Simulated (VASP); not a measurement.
Wanted: the native input for a VASP 6.6.1 run.

```yaml
Task: relaxation of cell and atoms
Functional: PBE
Potentials_or_basis: VASP PAW PBE potentials, release 64 (Sn_d)
Cutoff: 600 eV
k_mesh: 16 × 16 × 9
Occupations: fermi-dirac, width 0.08 eV
Spin: no spin polarisation
Target_pressure: 180 GPa
Dipole_correction: no
Further_INCAR_settings: ALGO = Normal; EDIFF = 1e-07; IBRION = 2; EDIFFG = -0.005; NSW = 32; ISIF = 3
```

The structure of Sn lies in POSCAR:

```
Sn
1.0
    2.6952710353      0.0000000000      0.0000000000
   -1.3476355176      2.3341731867      0.0000000000
    0.0000000000      0.0000000000      4.3652952640
Sn
2
Direct
    0.3333333333      0.6666666667      0.2500000000
    0.6666666667      0.3333333333      0.7500000000
```

This isn't the form of Sn at room conditions, which is tetragonal (white tin).

These files were run (other wordings do the same):

INCAR

```
ALGO     = Normal         # electronic algorithm
EDIFF    = 1E-7           # SCF threshold, eV
EDIFFG   = -0.005         # ionic threshold
ENCUT    = 600            # plane-wave cutoff, eV
GGA      = PE             # functional
IBRION   = 2              # ionic algorithm
ISIF     = 3              # what is computed and relaxed
ISMEAR   = -1             # smearing method
LASPH    = True           # aspherical terms in the spheres
LCHARG   = False          # write CHGCAR
LREAL    = False          # projectors in reciprocal space
LWAVE    = False          # write WAVECAR
NELM     = 60             # most SCF steps
NSW      = 32             # ionic steps
PREC     = Accurate       # precision mode
PSTRESS  = 1800.0       
SIGMA    = 0.08           # smearing width, eV
```

KPOINTS

```
k-points
0
Gamma
  16 16 9
```

Potentials or basis: VASP PAW PBE potentials, release 64 (Sn_d).

Command:

```console
$ cat potpaw_PBE.64/Sn_d/POTCAR > POTCAR
$ mpirun -np 1 vasp_std > vasp.out
```

Results of the run:

```json
{
  "Relaxed volume": "13.74 Å³/atom",
  "Relaxed cell": "a = 2.696 Å, b = 2.696 Å, c = 4.366 Å, α = 90.00°, β = 90.00°, γ = 120.00°",
  "Space group after relaxing (to 0.1 Å)": "P6_3/mmc (No. 194)",
  "Energy change on relaxing (the run minimises the enthalpy)": "-4.8 meV/atom",
  "Ionic steps": "8",
  "Pressure after relaxing": "180.0 GPa",
  "Band gap on the k mesh": "zero (bands 14 and 15 overlap by 13.61 eV)"
}
```

Caveat: the cell is relaxed towards a set pressure, so the run minimises the enthalpy, not the energy; spin-orbit coupling is left out, which moves the levels of the heavy elements.

Run time: 3.3 min on 1 thread of Intel(R) Xeon(R) Platinum 8259CL CPU @ 2.50GHz (Skylake/Cascade Lake) (shared host), peak memory 0.21 GiB.
